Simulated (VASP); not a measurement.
# Co2Sn (P-6m2) in VASP: notebook, part 2 of 2

VASP 6.6.1. The steps go on from the part before.

## (3) Single point, PBE, collinear spin, ferromagnetic start

This run uses another cell than the first one, of 16.25 Å³/atom, 1.016 times its volume.

File INCAR:

```
SYSTEM = Co2Sn
ALGO = Fast
EDIFF = 1E-6
ENCUT = 520
GGA = PE
ISIF = 2
ISMEAR = 0
ISPIN = 2
LASPH = .True.
LCHARG = .False.
LMAXMIX = 4
LORBIT = 11
LREAL = .False.
LWAVE = .False.
MAGMOM = -3 -3 0
NBANDS = 27
NELM = 150
PREC = Accurate
SIGMA = 0.1
```

File KPOINTS:

```
k-points
0
Gamma
  6 6 4
  0 0 0
```

File POSCAR:

```
Co2Sn
1.0
    3.3412402600      0.0000000000      0.0000000000
   -1.6706201300      2.8935989500      0.0000000000
    0.0000000000      0.0000000000      5.0412772200
Co Sn
2 1
Direct
    0.6666666700      0.3333333300      0.7554997300
    0.6666666700      0.3333333300      0.2445002700
    0.0000000000      0.0000000000      0.0000000000
```

Potentials or basis: VASP PAW PBE potentials, release 64 (Co, Sn_d).

Run with:

```sh
$ cat potpaw_PBE.64/Co/POTCAR potpaw_PBE.64/Sn_d/POTCAR > POTCAR
$ mpirun -np 1 vasp_std > vasp.out
```

OUTCAR:

```text
SYSTEM = Co2Sn
   EDIFF = 1E-6
   ENCUT = 520
   GGA = PE
   ISIF = 2
   ISMEAR = 0
   ISPIN = 2
   LASPH = .True.
   LORBIT = 11
   LREAL = .False.
   NELM = 150
   PREC = Accurate

 ion  position               nearest neighbor table
   1  0.667  0.333  0.755-   3 2.29   3 2.29   3 2.29   2 2.47   2 2.58
   2  0.667  0.333  0.245-   3 2.29   3 2.29   3 2.29   1 2.47   1 2.58
   3  0.000  0.000  0.000-   1 2.29   2 2.29   1 2.29   2 2.29   1 2.29   2 2.29

  LATTYP: Found a hexagonal cell.
 ALAT       =     3.3412402600
 C/A-ratio  =     1.5088041648

  Lattice vectors:

 A1 = (   3.3412402600,   0.0000000000,   0.0000000000)
 A2 = (  -1.6706201300,   2.8935989500,   0.0000000000)
 A3 = (   0.0000000000,   0.0000000000,   5.0412772200)

Analysis of symmetry for initial positions (statically):
=====================================================================
 Subroutine PRICEL returns:
[... 834 lines left out ...]
      6      -2.5963      1.00000
[... 619 lines left out ...]
     26      21.7695      0.00000
     27      22.1543      0.00000

------------------------ aborting loop because EDIFF is reached ----------------------------------------

  FORCE on cell =-STRESS in cart. coord.  units (eV):
  Direction    XX          YY          ZZ          XY          YZ          ZX
  --------------------------------------------------------------------------------------
  -------------------------------------------------------------------------------------
  Total       11.7736981     11.7736981      8.0907769     -0.0000000     -0.0000000      0.0000000
  in kB      387.0230706    387.0230719    265.9586894     -0.0000000     -0.0000000      0.0000000
  external PRESSURE =     346.6682773 kB  Pullay stress =       0.0000000 kB

 VOLUME and BASIS-vectors are now :
 -----------------------------------------------------------------------------
  energy-cutoff  :      520.00
  volume of cell :       48.74
      direct lattice vectors                 reciprocal lattice vectors
     3.341240260  0.000000000  0.000000000     0.299290061  0.172795197  0.000000000
    -1.670620130  2.893598950  0.000000000     0.000000000  0.345590394  0.000000000
     0.000000000  0.000000000  5.041277220     0.000000000  0.000000000  0.198362430

 POSITION                                       TOTAL-FORCE (eV/Angst)
 -----------------------------------------------------------------------------------
      1.67062      0.96453      3.80868        -0.000000      0.000000     -5.191428
      1.67062      0.96453      1.23259        -0.000000      0.000000      5.191428
      0.00000      0.00000      0.00000         0.000000     -0.000000      0.000000
 -----------------------------------------------------------------------------------
    total drift:                               -0.000001      0.000000      0.000000

  FREE ENERGIE OF THE ION-ELECTRON SYSTEM (eV)
  ---------------------------------------------------
  free  energy   TOTEN  =       -13.3435599306 eV

  energy  without entropy=      -13.3131977118  energy(sigma->0) =      -13.32837882

 total charge

# of ion       s       p       d       tot
------------------------------------------
    1        0.456   0.402   7.555   8.413
    2        0.456   0.402   7.555   8.413
    3        1.210   1.638  10.201  13.049
--------------------------------------------------
tot          2.122   2.441  25.311  29.874

 magnetization (x)

# of ion       s       p       d       tot
------------------------------------------
    1       -0.012  -0.000  -0.910  -0.922
    2       -0.012  -0.000  -0.910  -0.922
    3        0.012   0.056  -0.002   0.065
--------------------------------------------------
tot         -0.012   0.056  -1.822  -1.778
```

stdout:

```text
POSCAR found type information on POSCAR CoSn
 POSCAR found :  2 types and       3 ions
 scaLAPACK will be used
 LDA part: xc-table for (Slater+PW92), standard interpolation
 POSCAR, INCAR and KPOINTS ok, starting setup
 FFT: planning ... GRIDC
 FFT: planning ... GRID_SOFT
 FFT: planning ... GRID
 WAVECAR not read
 entering main loop
```

Run time: 54 s. Hardware: 1 thread of Intel Xeon Platinum 8559C (Emerald Rapids), shared host; peak memory 0.22 GiB.

What came out:

| Property | Result |
| --- | --- |
| Free energy | -13.3436 eV |
| Pressure | 34.7 GPa |
| Largest force | 5.191 eV/Å |
| Net moment | -1.78 μB per cell |
| Site moments | Co -0.92; Sn +0.07 μB |
| Valence electrons inside the program's atomic spheres | Co 8.41; Sn 13.05 |

Forces in eV/Å, atoms in the order of the input:
```
Co   0.000  0.000 -5.191
Co   0.000  0.000  5.191
Sn   0.000  0.000  0.000
```

Caveat: the k points lie up to 0.36 Å⁻¹ apart; spin-orbit coupling is left out, which moves the levels of the heavy elements; forces of over 1 eV/Å act on the atoms, so gaps and moduli don't describe the material at rest.

## (4) Relaxation of cell and atoms, PBE, collinear spin, ferromagnetic start

This run uses another cell than the first one, of 16.25 Å³/atom, 1.016 times its volume.

File INCAR:

```
ALGO = Fast
EDIFF = 1E-6
EDIFFG = -0.04
ENCUT = 600
GGA = PE
IBRION = 2
ISIF = 3
ISMEAR = 0
ISPIN = 2
LASPH = T
LCHARG = F
LMAXMIX = 4
LORBIT = 11
LREAL = F
LWAVE = F
MAGMOM = -3 -3 0
NELM = 150
NSW = 90
PREC = Accurate
SIGMA = 0.1
```

File KPOINTS:

```
k-points
0
Gamma
  6 6 4
```

POSCAR is that of step 3.

Run with:

```sh
$ cat potpaw_PBE.64/Co/POTCAR potpaw_PBE.64/Sn_d/POTCAR > POTCAR
$ mpirun -np 1 vasp_std > vasp.out
```

It took 13 min on 1 thread of Intel Xeon Platinum 8559C (Emerald Rapids), shared host; peak memory 0.24 GiB.

It converged, with:

```yaml
Free_energy: -15.8097 eV
Relaxed_volume: 15.96 Å³/atom
Relaxed_cell: a = 2.967 Å, b = 2.967 Å, c = 6.279 Å, α = 90.00°, β = 90.00°, γ = 120.00°
Space_group_after_relaxing_to_0.05_Å: P-6m2 (No. 187)
Energy_gained_by_relaxing: 822.1 meV/atom
Ionic_steps: 28
Pressure_after_relaxing: 0.3 GPa
Net_moment: 2.72 μB per cell
Site_moments: Co +1.44; Sn -0.06 μB
Valence_electrons_inside_the_program's_atomic_spheres: Co 8.02; Sn 12.55
```

Forces in eV/Å, atoms in the order of the input:
```
Co   0.000  0.000 -0.003
Co   0.000  0.000  0.003
Sn   0.000  0.000  0.000
```

Stress tensor (GPa, compression positive):
```
0.38 0.00 0.00
0.00 0.38 0.00
0.00 0.00 0.21
```

Step by step:
```csv
step,energy change (eV),largest force (eV/Å),pressure (GPa),volume (Å³)
1,0.0000,5.1905,34.67,48.74
2,-0.0847,0.5170,-14.14,77.92
3,-1.5733,1.2467,-3.30,59.98
4,-1.5736,1.1868,-3.88,60.30
5,-1.7647,0.6893,-1.98,57.73
6,-1.7948,0.0525,-0.14,56.36
7,-1.7953,0.1488,-0.40,56.53
8,-1.7952,0.1042,-0.22,56.45
9,-1.8111,0.0899,-0.26,56.03
10,-1.8702,0.0180,0.01,54.74
11,-2.0518,0.2150,1.29,51.97
12,-2.2930,1.4903,8.09,45.88
13,-2.2754,1.6507,9.87,45.10
14,-2.2894,1.5408,8.58,45.64
15,-2.2912,1.5444,8.59,45.61
16,-2.2959,1.5482,8.57,45.54
17,-2.3024,1.5548,8.65,45.39
18,-2.3052,1.5238,9.17,45.07
19,-2.3132,1.4783,8.75,45.14
20,-2.3358,1.3494,8.03,45.37
21,-2.3748,1.1068,6.49,45.82
22,-2.4302,0.6820,3.56,46.72
23,-2.4646,0.0448,-0.98,48.57
24,-2.4652,0.0972,-0.65,48.38
25,-2.4652,0.1169,-0.50,48.31
26,-2.4655,0.1023,-0.41,48.27
27,-2.4662,0.0663,-0.06,48.14
28,-2.4663,0.0025,0.32,47.87
```

Final structure:
```yaml
crystal:
  lattice:
    - [2.96707, 0.00000, 0.00000]
    - [-1.48354, 2.56956, 0.00000]
    - [0.00000, 0.00000, 6.27882]
  atoms:
    - { symbol: Co, position: [0.66667, 0.33333, 0.67611] }
    - { symbol: Co, position: [0.66667, 0.33333, 0.32389] }
    - { symbol: Sn, position: [0.00000, 0.00000, 0.00000] }
```

Levels at points of the mesh, in eV from the Fermi level:
Spin up:
```csv
k point,band 14,band 15,band 16,band 17,band 18,band 19,band 20,band 21,band 22,band 23
"(0.00, 0.00, 0.00)",-2.07,-1.91,-1.91,-1.24,-1.24,7.57,10.49,10.49,11.65,13.72
"(0.50, 0.00, 0.00)",-1.35,-1.25,-1.14,-1.11,1.19,2.48,2.67,2.75,4.93,9.52
"(0.00, 0.00, 0.50)",-1.95,-1.95,-1.28,-1.28,-1.25,2.98,10.62,10.62,11.71,14.27
"(0.50, 0.00, 0.50)",-1.39,-1.24,-1.12,-0.60,-0.45,1.70,4.82,5.34,5.59,8.22
```
Spin down:
```
           k point  band 12  band 13  band 14  band 15  band 16  band 17  band 18  band 19
(0.00, 0.00, 0.00)    -0.92    -0.72    -0.72    -0.44    -0.44     0.22     0.22     7.67
(0.50, 0.00, 0.00)    -1.27    -1.08     0.08     0.20     0.34     0.49     1.98     2.88
(0.00, 0.00, 0.50)    -0.83    -0.71    -0.71    -0.51    -0.51     0.18     0.18     3.69
(0.50, 0.00, 0.50)    -1.28    -1.02    -0.32     0.34     0.49     0.75     1.01     2.52
```

Caveat: the k points lie up to 0.41 Å⁻¹ apart in the final cell; spin-orbit coupling is left out, which moves the levels of the heavy elements.

## (5) The runs side by side

```csv
task,cell,cutoff (eV),gap on the mesh (eV),pressure (GPa),moment (μB),largest force (eV/Å)
single point,"a = 2.972, b = 2.972, c = 6.272 Å, angles 90.0, 90.0, 120.0°, 3 atoms",520,none,0.1,2.70,0.03
single point,"a = 3.341, b = 3.341, c = 5.041 Å, angles 90.0, 90.0, 120.0°, 3 atoms",520,none,34.7,1.78,5.19
relaxation of cell and atoms,"relaxed from a = 3.341, b = 3.341, c = 5.041 Å, angles 90.0, 90.0, 120.0°, 3 atoms",600,none,0.3,2.72,-
```

Alike in all rows: level PBE; potentials or basis VASP PAW PBE potentials, release 64 (Co, Sn_d); spin collinear, ferromagnetic start; k mesh 6 × 6 × 4; smearing gaussian 0.1 eV.

Caveats: all runs use coarse meshes; spin-orbit coupling is left out, which moves the levels of the heavy elements; forces of over 1 eV/Å act on the atoms, so gaps and moduli don't describe the material at rest (some runs).

Absolute energies hang on the potentials; compare differences alone.
